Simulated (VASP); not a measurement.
## P: relaxation of cell and atoms with PBE

Crystal: P.

```
CELL_PARAMETERS angstrom
0.00000 2.78036 2.78036
2.78036 0.00000 2.78036
2.78036 2.78036 0.00000
ATOMIC_POSITIONS crystal
P 0.00000 0.00000 0.00000
P 0.25000 0.25000 0.25000
```

This isn't the form of P at room conditions, which is orthorhombic.

* Program: VASP 6.6.1
* Task: relaxation of cell and atoms
* Functional: PBE
* Potentials or basis: VASP PAW PBE potentials, release 64 (P)
* Cutoff: 600 eV
* k mesh: 18 × 18 × 18
* Occupations: gaussian, width 0.1 eV
* Spin: no spin polarisation
* Dipole correction: no
* Further INCAR settings: ALGO = Normal; EDIFF = 1e-06; IBRION = 2; EDIFFG = -0.01; NSW = 100; ISIF = 3

The relaxed volume is 20.57 Å³/atom, the relaxed cell is a = 3.875 Å, b = 3.875 Å, c = 3.875 Å, α = 60.00°, β = 60.00°, γ = 60.00° and the space group after relaxing (to 0.1 Å) is Fd-3m (No. 227). The energy gained by relaxing is 5.4 meV/atom, the ionic steps are 3 and the pressure after relaxing is 0.0 GPa. The band gap on the k mesh is zero (bands 5 and 6 overlap by 2.46 eV).

The path:
| step | energy change (eV) | largest force (eV/Å) | pressure (GPa) | volume (Å³) |
| --- | --- | --- | --- | --- |
| 1 | 0.0000 | 0.0000 | -1.79 | 42.99 |
| 2 | -0.0102 | 0.0000 | -0.40 | 41.51 |
| 3 | -0.0107 | 0.0000 | -0.02 | 41.13 |

Final structure:
```
CELL_PARAMETERS angstrom
0.00000 2.73979 2.73979
2.73979 0.00000 2.73979
2.73979 2.73979 0.00000
ATOMIC_POSITIONS crystal
P 0.00000 0.00000 0.00000
P 0.25000 0.25000 0.25000
```

Levels at points of the mesh, in eV from the Fermi level:
```csv
k point,band 3,band 4,band 5,band 6,band 7,band 8
"(0.00, 0.00, 0.00)",-3.03,-3.03,-3.03,0.10,0.10,0.10
"(0.50, 0.00, 0.00)",-4.07,-4.07,-2.36,1.35,1.35,5.71
"(0.50, 0.50, 0.00)",-5.34,-5.34,-1.13,-1.13,5.77,5.77
```

It took 40 s on 1 thread of Intel(R) Xeon(R) 6975P-C (Granite Rapids) (shared host), peak memory 0.22 GiB.
